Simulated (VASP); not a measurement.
# Si (I4_1/amd) in VASP: further runs

The runs below take Si through single point, with PBE.

Program: VASP 6.6.1. These are calculated values, not measurements. Logs are shortened: lines on timing, memory, paths and dates and some standing lists are left out, and cuts for length are marked.

## Step 1: The cell of the first run

It takes space group I4_1/amd (No. 141, tetragonal). Conventional cell: a = 4.814 Å, b = 4.814 Å, c = 2.659 Å, α = 90.00°, β = 90.00°, γ = 90.00°. Si (site symmetry -4m2) has 10 Si at 2.50 to 3.13 Å within 3.3 Å.

## Step 2: Single point, PBE (strain +0.015 along x and y, +0.000 along z)

Input file INCAR:

```
PREC = Accurate ; ENCUT = 520
EDIFF = 1E-7 ; ISMEAR = 0
SIGMA = 0.15 ; LREAL = F
LASPH = T ; NELM = 60
ALGO = Normal ; ISIF = 2
LWAVE = F ; LCHARG = F
GGA = PE ; NBANDS = 11
```

Input file KPOINTS:

```
regular mesh
0
Gamma
  20 20 20
```

Input file POSCAR:

```
Si
1.0
   -2.4069428891      2.4069428891      1.3292653899
    2.4069428891     -2.4069428891      1.3292653899
    2.4069428891      2.4069428891     -1.3292653899
Si
2
Direct
    0.2500000000      0.7500000000      0.5000000000
    0.5000000000      0.5000000000      0.0000000000
```

Potentials or basis: VASP PAW PBE potentials, release 64 (Si).

Command:

```bash
$ cat potpaw_PBE.64/Si/POTCAR > POTCAR
$ mpirun -np 1 vasp_std > vasp.out
```

OUTCAR:

```text
PREC = Accurate
   ENCUT = 520
   EDIFF = 1E-7
   ISMEAR = 0
   LREAL = F
   LASPH = T
   NELM = 60
   ISIF = 2
   GGA = PE

 ion  position               nearest neighbor table
   1  0.250  0.750  0.500-   2 2.50   2 2.50   2 2.50   2 2.50   2 3.13   2 3.13   2 3.13   2 3.13

   2  0.500  0.500  0.000-   1 2.50   1 2.50   1 2.50   1 2.50   1 3.13   1 3.13   1 3.13   1 3.13

  LATTYP: Found a body centered tetragonal cell.
 ALAT       =     4.8138857782
 C/A-ratio  =     0.5522629539

  Lattice vectors:

 A1 = (  -2.4069428891,   2.4069428891,   1.3292653899)
 A2 = (   2.4069428891,  -2.4069428891,   1.3292653899)
 A3 = (   2.4069428891,   2.4069428891,  -1.3292653899)

Analysis of symmetry for initial positions (statically):
=====================================================================
 Subroutine PRICEL returns:
 Original cell was already a primitive cell.

 Routine SETGRP: Setting up the symmetry group for a
 body centered tetragonal supercell.

 Subroutine GETGRP returns: Found 16 space group operations
 (whereof  8 operations were pure point group operations)
 out of a pool of 16 trial point group operations.

The static configuration has the point symmetry D_2d.
 The point group associated with its full space group is D_4h.

Analysis of symmetry for dynamics (positions and initial velocities):
=====================================================================
 Subroutine PRICEL returns:
 Original cell was already a primitive cell.

 Routine SETGRP: Setting up the symmetry group for a
 body centered tetragonal supercell.

 Subroutine GETGRP returns: Found 16 space group operations
 (whereof  8 operations were pure point group operations)
 out of a pool of 16 trial point group operations.

The dynamic configuration has the point symmetry D_2d.
 The point group associated with its full space group is D_4h.

 Subroutine INISYM returns: Found 16 space group operations
 (whereof  8 operations are pure point group operations),
 and found     1 'primitive' translations

----------------------------------------------------------------------------------------

                                     Primitive cell

  volume of cell :      30.8037

  direct lattice vectors                    reciprocal lattice vectors
    -2.406942889  2.406942889  1.329265390     0.000000000  0.207732390  0.376147610
     2.406942889 -2.406942889  1.329265390     0.207732390  0.000000000  0.376147610
     2.406942889  2.406942889 -1.329265390     0.207732390  0.207732390  0.000000000

  length of vectors
     3.654270737  3.654270737  3.654270737     0.429697301  0.429697301  0.293777964

  position of ions in fractional coordinates (direct lattice)
     0.250000000  0.750000000  0.500000000
     0.500000000  0.500000000  0.000000000

  ion indices of the primitive-cell ions
   primitive index   ion index
                 1           1
                 2           2

----------------------------------------------------------------------------------------

 KPOINTS: regular mesh

Automatic generation of k-mesh.
 Grid dimensions read from file:
 generate k-points for:   20   20   20

 Generating k-lattice:

  Cartesian coordinates                     Fractional coordinates (reciprocal lattice)
     0.000000000  0.010386620  0.018807381     0.050000000 -0.000000000  0.000000000
     0.010386620  0.000000000  0.018807381    -0.000000000  0.050000000  0.000000000
     0.010386620  0.010386620  0.000000000     0.000000000  0.000000000  0.050000000

  Length of vectors
     0.021484865  0.021484865  0.014688898

  Shift w.r.t. Gamma in fractional coordinates (k-lattice)
     0.000000000  0.000000000  0.000000000

 Subroutine IBZKPT returns following result:
 ===========================================

 Found    641 irreducible k-points:

 Following reciprocal coordinates:
            Coordinates               Weight
  0.000000  0.000000  0.000000      1.000000
  0.050000  0.000000  0.000000      8.000000
  0.100000 -0.000000  0.000000      8.000000
  0.150000 -0.000000  0.000000      8.000000
  0.200000 -0.000000  0.000000      8.000000
  0.250000 -0.000000  0.000000      8.000000
[... 16 lines left out ...]
 -0.400000  0.050000 -0.000000     16.000000
 -0.350000  0.050000 -0.000000     16.000000
 [... further k-points ...]
   k-points           NKPTS =    641   k-points in BZ     NKDIM =    641   number of bands    NBANDS=     11
   number of dos      NEDOS =    301   number of ions     NIONS =      2
   total plane-waves  NPLWV =  21952
   dimension x,y,z NGX =    28 NGY =   28 NGZ =   28
   dimension x,y,z NGXF=    56 NGYF=   56 NGZF=   56
   ions per type =               2
   NGX,Y,Z   is equivalent  to a cutoff of  12.74, 12.74, 12.74 a.u.
   NGXF,Y,Z  is equivalent  to a cutoff of  25.48, 25.48, 25.48 a.u.
 SYSTEM =  unknown system
   PREC   = accura    normal or accurate (medium, high low for compatibility)
   ISTART =      0    job   : 0-new  1-cont  2-samecut
   ICHARG =      2    charge: 1-file 2-atom 10-const
   ISPIN  =      1    spin polarized calculation?
   LNONCOLLINEAR =      F non collinear calculations
   LSORBIT =      F    spin-orbit coupling
   LASPH  =      T    aspherical Exc in radial PAW
   ENCUT  =  520.0 eV  38.22 Ry    6.18 a.u.   6.79  6.79  6.79*2*pi/ulx,y,z
   NELM   =     60;   NELMIN=  2; NELMDL= -5     # of ELM steps
   EDIFF  = 0.1E-06   stopping-criterion for ELM
   LREAL  =      F    real-space projection
   EDIFFG = 0.1E-05   stopping-criterion for IOM
   NSW    =      0    number of steps for IOM
   IBRION =     -1    ionic relax: 0-MD 1-quasi-New 2-CG
   NFREE  =      0    steps in history (QN), initial steepest desc. (CG)
   ISIF   =      2    stress and relaxation
   ISYM   =      2    0-nonsym 1-usesym 2-fastsym
   POTIM  = 0.5000    time-step for ionic-motion
   TEBEG  =    0.0;   TEEND  =   0.0 temperature during run
   PSTRESS=    0.0 pullay stress
   NELECT =       8.0000    total number of electrons
   NUPDOWN=      -1.0000    fix difference up-down
   EMIN   =  10.00;   EMAX   =-10.00  energy-range for DOS
   EFERMI =   0.00;   METHOD = LEGACY
   ISMEAR =     0;   SIGMA  =   0.15  broadening in eV -4-tet -1-fermi 0-gaus
   EFERMI_NEDOS =   21; number of points for ismear=-14 and -15
   IALGO  =     38    algorithm
   IMIX   =      4    mixing-type and parameters
     AMIX     =   0.40;   BMIX     =  1.00
     AMIX_MAG =   1.60;   BMIX_MAG =  1.00
  volume/ion in A,a.u.               =      15.40       103.94
  Fermi-wavevector in a.u.,A,eV,Ry     =   1.044489  1.973797 14.843366  1.090957
  Thomas-Fermi vector in A             =   2.179244
   LORBIT       =      0    0 simple, 1 ext, 2 COOP (PROOUT), +10 PAW based schemes
   GGA     = PE    functional components
   LHFCALC =     F    Hartree Fock is set to
   AEXX    =    0.0000 exact exchange contribution
   IVDW    =     0    specifies the selected vdW correction
   LEPSILON=     F    determine dielectric tensor
   LRPA    =     F    only Hartree local field effects (RPA)
 non-spin polarized calculation
 Gauss-broadening in eV      SIGMA  =   0.15
  energy-cutoff  :      520.00
  volume of cell :       30.80
 maximum number of plane-waves:       843
   NGX = 13   NGY = 13   NGZ = 13

 number of electron       7.9999999 magnetization

 Free energy of the ion-electron system (eV)
  ---------------------------------------------------
  ext. energy  EPLUGINS =         0.00000000
  ---------------------------------------------------
  free energy    TOTEN  =       -10.27092063 eV

  energy without entropy =      -10.26277486  energy(sigma->0) =      -10.26684775

 E-fermi :   9.0207     XC(G=0): -10.8644

 val. band max:        9.0168795284   @ k =  -0.1500   0.1500   0.0500
 cond. band min:       9.0296592257   @ k =   0.4000   0.3500   0.1000
 fundamental gap:      0.0127796973
 Fermi energy:         9.0207371234

 k-point     1 :       0.0000    0.0000    0.0000
  band No.  band energies     occupation
      1      -4.6278      2.00000
      2       6.5535      2.00000
      3       6.5535      2.00000
      4       6.9504      2.00000
      5      10.6469      0.00000
      6      16.5300      0.00000
      7      17.8122      0.00000
      8      17.8122      0.00000
      9      18.1790      0.00000
     10      19.1568      0.00000
     11      19.5641      0.00000

 k-point     2 :       0.0500    0.0000    0.0000
  band No.  band energies     occupation
      1      -4.5614      2.00000
      2       6.1971      2.00000
      3       6.5237      2.00000
      4       7.4213      2.00000
      5      10.7985      0.00000
      6      16.0661      0.00000
      7      17.1226      0.00000
      8      17.7369      0.00000
      9      17.7723      0.00000
     10      19.1636      0.00000
     11      20.1027      0.00000

 k-point     3 :       0.1000   -0.0000    0.0000
  band No.  band energies     occupation
      1      -4.3622      2.00000
      2       5.8104      2.00000
      3       6.4551      2.00000
      4       8.1456      2.00000
      5      11.2298      0.00000
      6      15.0388      0.00000
      7      15.6205      0.00000
      8      17.1784      0.00000
      9      17.3902      0.00000
     10      18.6331      0.00000
     11      20.3882      0.00000

 k-point     4 :       0.1500   -0.0000    0.0000
  band No.  band energies     occupation
      1      -4.0308      2.00000
      2       5.5340      2.00000
      3       6.3912      2.00000
      4       8.9558      1.45934
      5      11.8845      0.00000
      6      13.6219      0.00000
      7      14.1961      0.00000
      8      16.3413      0.00000
      9      16.5831      0.00000
     10      17.9351      0.00000
     11      19.9283      0.00000

 k-point     5 :       0.2000   -0.0000    0.0000
  band No.  band energies     occupation
      1      -3.5681      2.00000
      2       5.3756      2.00000
      3       6.3706      2.00000
      4       9.7012      0.00000
      5      12.0939      0.00000
      6      12.6719      0.00000
      7      12.9533      0.00000
      8      15.5337      0.00000
      9      15.5769      0.00000
     10      17.1991      0.00000
     11      20.0024      0.00000
[... 211 lines left out ...]
 k-point    21 :       0.5000    0.0500    0.0000
  band No.  band energies     occupation
      1       0.8947      2.00000
      2       3.0049      2.00000
      3       6.0722      2.00000
      4       7.1775      2.00000
      5       8.1949      2.00000
      6      10.6515      0.00000
      7      13.0617      0.00000
      8      14.8976      0.00000
      9      17.6916      0.00000
     10      20.3149      0.00000
     11      20.3988      0.00000

 k-point    22 :      -0.4500    0.0500   -0.0000
  band No.  band energies     occupation
      1      -0.1786      2.00000
      2       4.2654      2.00000
      3       5.6926      2.00000
      4       6.9696      2.00000
      5       8.8336      1.92230
      6      11.2602      0.00000
      7      13.1905      0.00000
      8      14.7963      0.00000
      9      16.7860      0.00000
     10      19.0493      0.00000
     11      21.5506      0.00000

 k-point    23 :      -0.4000    0.0500   -0.0000
  band No.  band energies     occupation
      1      -1.1682      2.00000
      2       4.9181      2.00000
      3       6.1290      2.00000
      4       6.7439      2.00000
      5       9.6653      0.00000
      6      12.0503      0.00000
      7      13.4408      0.00000
      8      14.2064      0.00000
      9      16.3523      0.00000
     10      17.6369      0.00000
     11      21.3083      0.00000

 k-point    24 :      -0.3500    0.0500   -0.0000
  band No.  band energies     occupation
      1      -2.0418      2.00000
      2       4.8020      2.00000
      3       6.4299      2.00000
      4       7.6749      2.00000
      5      10.6090      0.00000
      6      12.8591      0.00000
      7      13.2076      0.00000
      8      13.8949      0.00000
      9      16.2004      0.00000
     10      16.6822      0.00000
     11      20.6620      0.00000

 [... further k-points ...]
[... 5 lines left out ...]
  --------------------------------------------------------------------------------------
  -------------------------------------------------------------------------------------
  Total       -0.0879723     -0.0879723     -0.0690016      0.0000000      0.0000000      0.0000000
  in kB       -4.5756573     -4.5756573     -3.5889398      0.0000000      0.0000000      0.0000000
  external PRESSURE =      -4.2467515 kB  Pullay stress =       0.0000000 kB

 VOLUME and BASIS-vectors are now :
 -----------------------------------------------------------------------------
  energy-cutoff  :      520.00
  volume of cell :       30.80
      direct lattice vectors                 reciprocal lattice vectors
    -2.406942889  2.406942889  1.329265390     0.000000000  0.207732390  0.376147610
     2.406942889 -2.406942889  1.329265390     0.207732390  0.000000000  0.376147610
     2.406942889  2.406942889 -1.329265390     0.207732390  0.207732390  0.000000000

 POSITION                                       TOTAL-FORCE (eV/Angst)
 -----------------------------------------------------------------------------------
      2.40694     -0.00000      0.66463        -0.000000      0.000000     -0.000000
      0.00000      0.00000      1.32927         0.000000     -0.000000      0.000000
 -----------------------------------------------------------------------------------
    total drift:                                0.000000      0.000000      0.000000

  FREE ENERGIE OF THE ION-ELECTRON SYSTEM (eV)
  ---------------------------------------------------
  free  energy   TOTEN  =       -10.2709206344 eV

  energy  without entropy=      -10.2627748575  energy(sigma->0) =      -10.26684775
```

Run time: 3.9 min. Hardware: 1 thread of AMD EPYC 7R13, shared host; peak memory 0.26 GiB.

What came out:

```
Free energy            : -10.2709 eV
Pressure               : -0.4 GPa
Band gap on the k mesh : zero (band 4 reaches 11.32 eV, above the bottom of band 5 at 4.91 eV)
```

Stress tensor (GPa, compression positive):
```
-0.46  0.00  0.00
 0.00 -0.46  0.00
 0.00  0.00 -0.36
```

Levels at points of the mesh, in eV from the Fermi level:
```
           k point  band 2  band 3  band 4  band 5  band 6  band 7
(0.00, 0.00, 0.00)   -2.47   -2.47   -2.07    1.63    7.51    8.79
(0.50, 0.00, 0.00)   -6.69   -2.11   -1.70   -1.55    1.17    4.43
(0.50, 0.50, 0.00)  -10.58    0.33    0.33    2.53    2.53    8.24
(0.50, 0.50, 0.50)   -8.26   -6.69   -6.69    5.76    5.76   12.76
```

Caveat: the cell differs from its parent crystal (strain +0.015 along x and y, +0.000 along z).

## Step 3: Single point, PBE (strain +0.030 along x and y, -0.015 along z)

Input file INCAR:

```
PREC = Accurate
ENCUT = 520
EDIFF = 1E-6
ISMEAR = 0
SIGMA = 0.15
LREAL = False
LASPH = True
NELM = 80
ALGO = Normal
ISIF = 2
LWAVE = False
LCHARG = False
GGA = PE
NBANDS = 11
```

KPOINTS is that of step 2.

Input file POSCAR:

```
Si
1.0
   -2.4425134736      2.4425134736      1.3093264091
    2.4425134736     -2.4425134736      1.3093264091
    2.4425134736      2.4425134736     -1.3093264091
Si
2
Direct
    0.2500000000      0.7500000000      0.5000000000
    0.5000000000      0.5000000000      0.0000000000
```

Potentials or basis: VASP PAW PBE potentials, release 64 (Si).

Command:

```bash
$ cat potpaw_PBE.64/Si/POTCAR > POTCAR
$ mpirun -np 1 vasp_std > vasp.out
```

Run time: 3.4 min. Hardware: 1 thread of AMD EPYC 7R13, shared host; peak memory 0.26 GiB.

Results (log left out):

| Property | Result |
| --- | --- |
| Free energy | -10.2619 eV |
| Pressure | -2.0 GPa |
| Band gap on the k mesh | zero (band 4 reaches 10.78 eV, above the bottom of band 5 at 4.83 eV) |

Stress tensor (GPa, compression positive):
```
-2.86  0.00  0.00
 0.00 -2.86  0.00
 0.00  0.00 -0.24
```

Levels at points of the mesh, in eV from the Fermi level:
```
           k point  band 1  band 2  band 3  band 4  band 5  band 6  band 7  band 8
(0.00, 0.00, 0.00)  -13.52   -2.58   -2.58   -2.54    1.60    7.61    8.43    8.43
(0.50, 0.00, 0.00)   -7.26   -6.50   -2.17   -1.55   -1.49    1.28    4.33    5.36
(0.50, 0.50, 0.00)  -10.55  -10.55    0.16    0.16    2.18    2.18    8.80    8.80
(0.50, 0.50, 0.50)   -8.38   -8.38   -6.63   -6.63    6.40    6.40   12.19   12.19
```

Caveat: the cell differs from its parent crystal (strain +0.030 along x and y, -0.015 along z).
